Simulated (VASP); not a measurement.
# MgF2 (P4_2/mnm) in VASP: further runs, part 2 of 2

VASP 6.6.1. The steps go on from the part before.

## (3) Relaxation of cell and atoms, PBEsol

This run uses another cell than the first one, of 10.88 Å³/atom.

Contents of INCAR:

```
SYSTEM = MgF2
  PREC = Accurate
  ENCUT = 600
  EDIFF = 1E-7
  ISMEAR = 0
  SIGMA = 0.02
  LREAL = .False.
  LASPH = .True.
  NELM = 120
  ALGO = Normal
  ISIF = 3
  LWAVE = .False.
  LCHARG = .False.
  GGA = PS
  IBRION = 2
  NSW = 100
  EDIFFG = -0.005
  GGA_COMPAT = .False.
  NELMIN = 4
```

Contents of KPOINTS:

```
regular mesh
0
Gamma
  6 6 8
  0 0 0
```

Contents of POSCAR:

```
MgF2
1.0
    4.6045445000      0.0000000000      0.0000000000
    0.0000000000      4.6045445000      0.0000000000
    0.0000000000      0.0000000000      3.0791770000
Mg F
2 4
Direct
    0.0000000000      0.0000000000      0.0000000000
    0.5000000000      0.5000000000      0.5000000000
    0.3060000000      0.3060000000      0.0000000000
    0.1940000000      0.8060000000      0.5000000000
    0.6940000000      0.6940000000      0.0000000000
    0.8060000000      0.1940000000      0.5000000000
```

Potentials or basis: VASP PAW PBE potentials, release 64 (Mg, F).

On the command line:

```console
> cat potpaw_PBE.64/Mg/POTCAR potpaw_PBE.64/F/POTCAR > POTCAR
> mpirun -np 1 vasp_std > vasp.out
```

OUTCAR:

```text
SYSTEM = MgF2
   PREC = Accurate
   ENCUT = 600
   EDIFF = 1E-7
   ISMEAR = 0
   LREAL = .False.
   LASPH = .True.
   NELM = 120
   ISIF = 3
   GGA = PS
   IBRION = 2
   NSW = 100
   EDIFFG = -0.005
   NELMIN = 4

 ion  position               nearest neighbor table
   1  0.000  0.000  0.000-   4 1.99   6 1.99   4 1.99   6 1.99   5 1.99   3 1.99   2 3.60   2 3.60
                             2 3.60   2 3.60   2 3.60   2 3.60   2 3.60   2 3.60
   2  0.500  0.500  0.500-   3 1.99   5 1.99   3 1.99   5 1.99   4 1.99   6 1.99   1 3.60   1 3.60
                             1 3.60   1 3.60   1 3.60   1 3.60   1 3.60   1 3.60
   3  0.306  0.306  0.000-   2 1.99   2 1.99   1 1.99
   4  0.194  0.806  0.500-   1 1.99   1 1.99   2 1.99
   5  0.694  0.694  0.000-   2 1.99   2 1.99   1 1.99
   6  0.806  0.194  0.500-   1 1.99   1 1.99   2 1.99

  LATTYP: Found a simple tetragonal cell.
 ALAT       =     4.6045445000
 C/A-ratio  =     0.6687256470
[... 439 lines left out ...]
  free energy    TOTEN  =       -32.60979465 eV

  energy without entropy =      -32.60979465  energy(sigma->0) =      -32.60979465

 E-fermi :  -1.1309     XC(G=0):  -9.9934

 val. band max:       -1.3028708694   @ k =   0.0000   0.0000   0.0000
 cond. band min:       5.6254278529   @ k =   0.0000   0.0000   0.0000
 fundamental gap:      6.9282987223
 Fermi energy:        -1.1308517992

 k-point     1 :       0.0000    0.0000    0.0000
  band No.  band energies     occupation
      1     -21.9543      2.00000
      2     -21.1279      2.00000
      3     -21.1279      2.00000
      4     -21.0361      2.00000
      5      -5.4343      2.00000
      6      -3.8437      2.00000
[... 541 lines left out ...]
     19      13.0650      0.00000
     20      13.0650      0.00000

 [... further k-points ...]

------------------------ aborting loop because EDIFF is reached ----------------------------------------

  FORCE on cell =-STRESS in cart. coord.  units (eV):
  Direction    XX          YY          ZZ          XY          YZ          ZX
  --------------------------------------------------------------------------------------
  -------------------------------------------------------------------------------------
  Total        0.0209195      0.0209195     -0.0040244      0.0000000      0.0000000      0.0000000
  in kB        0.5136827      0.5136827     -0.0988203      0.0000000      0.0000000      0.0000000
  external PRESSURE =       0.3095150 kB  Pullay stress =       0.0000000 kB
[... 21 lines left out ...]
  FREE ENERGIE OF THE ION-ELECTRON SYSTEM (eV)
  ---------------------------------------------------
  free  energy   TOTEN  =       -32.6097946527 eV

  energy  without entropy=      -32.6097946527  energy(sigma->0) =      -32.60979465

 reached required accuracy - stopping structural energy minimisation
```

OSZICAR:

```text
N       E                     dE             d eps       ncg     rms          rms(c)
DAV:   1     0.220885356854E+03    0.22089E+03   -0.19566E+04  2056   0.168E+03
DAV:   2    -0.242890023811E+02   -0.24517E+03   -0.23757E+03  2668   0.357E+02
DAV:   3    -0.346893700052E+02   -0.10400E+02   -0.10378E+02  2360   0.771E+01
[... 56 lines left out ...]
DAV:   3    -0.326098061521E+02    0.37563E-04   -0.41983E-05  2180   0.593E-02    0.232E-02
DAV:   4    -0.326097949914E+02    0.11161E-04   -0.14823E-05  2288   0.401E-02    0.384E-03
DAV:   5    -0.326097947812E+02    0.21021E-06   -0.21257E-06  2236   0.120E-02    0.158E-03
DAV:   6    -0.326097946693E+02    0.11190E-06   -0.51204E-08  1260   0.240E-03    0.887E-04
DAV:   7    -0.326097946527E+02    0.16641E-07   -0.77507E-08  1036   0.228E-03
   7 F= -.32609795E+02 E0= -.32609795E+02  d E =-.799487E-04
```

CONTCAR:

```text
MgF2
   1.00000000000000
     4.6222294195872946    0.0000000000000000    0.0000000000000000
    -0.0000000000000000    4.6222294195872946    0.0000000000000000
     0.0000000000000000    0.0000000000000000    3.0539694516924358
  Mg              F
     2     4
Direct
     0.0000000000000000    0.0000000000000000    1.0000000000000000
     0.5000000000000000    0.5000000000000000    0.5000000000000000
     0.3031878471729224    0.3031878471729224    1.0000000000000000
     0.1968121528270776    0.8031878471729224    0.5000000000000000
     0.6968121528270776    0.6968121528270776    0.0000000000000000
     0.8031878471729224    0.1968121528270776    0.5000000000000000

  0.00000000E+00  0.00000000E+00  0.00000000E+00
  0.00000000E+00  0.00000000E+00  0.00000000E+00
  0.00000000E+00  0.00000000E+00  0.00000000E+00
  0.00000000E+00  0.00000000E+00  0.00000000E+00
  0.00000000E+00  0.00000000E+00  0.00000000E+00
  0.00000000E+00  0.00000000E+00  0.00000000E+00
```

Wall time 2.2 min (1 thread of Intel Xeon 6975P-C (Granite Rapids), shared host); peak memory 0.24 GiB.

What came out:

- Free energy: -32.6098 eV
- Relaxed volume: 10.87 Å³/atom
- Relaxed cell: a = 4.622 Å, b = 4.622 Å, c = 3.054 Å, α = 90.00°, β = 90.00°, γ = 90.00°
- Space group after relaxing (to 0.1 Å): P4_2/mnm (No. 136)
- Energy gained by relaxing: 1.4 meV/atom
- Ionic steps: 7
- Pressure after relaxing: 0.0 GPa
- Band gap on the k mesh: 6.93 eV

Forces in eV/Å, atoms in the order of the input:
```
Mg   0.000  0.000  0.000
Mg   0.000  0.000  0.000
F    0.002  0.002  0.000
F   -0.002  0.002  0.000
F   -0.002 -0.002  0.000
F    0.002 -0.002  0.000
```

The path:
| step | energy change (eV) | largest force (eV/Å) | pressure (GPa) | volume (Å³) |
| --- | --- | --- | --- | --- |
| 1 | 0.0000 | 0.1884 | 0.14 | 65.28 |
| 2 | -0.0060 | 0.0866 | -0.11 | 65.37 |
| 3 | -0.0079 | 0.0228 | -0.36 | 65.47 |
| 4 | -0.0079 | 0.0156 | -0.35 | 65.46 |
| 5 | -0.0086 | 0.0097 | 0.08 | 65.20 |
| 6 | -0.0086 | 0.0093 | 0.11 | 65.19 |
| 7 | -0.0086 | 0.0027 | 0.03 | 65.25 |

Final structure:
```cif
data_structure
_symmetry_space_group_name_H-M 'P 1'
_symmetry_Int_Tables_number 1
_cell_length_a 4.6222
_cell_length_b 4.6222
_cell_length_c 3.0540
_cell_angle_alpha 90.000
_cell_angle_beta 90.000
_cell_angle_gamma 90.000
_cell_volume 65.25
loop_
_atom_site_label
_atom_site_type_symbol
_atom_site_fract_x
_atom_site_fract_y
_atom_site_fract_z
_atom_site_occupancy
Mg1 Mg 0.00000 0.00000 0.00000 1
Mg2 Mg 0.50000 0.50000 0.50000 1
F1 F 0.30319 0.30319 0.00000 1
F2 F 0.19681 0.80319 0.50000 1
F3 F 0.69681 0.69681 0.00000 1
F4 F 0.80319 0.19681 0.50000 1
```

Caveat: the PAW data sets were made with another functional, which shifts forces and pressure a little.
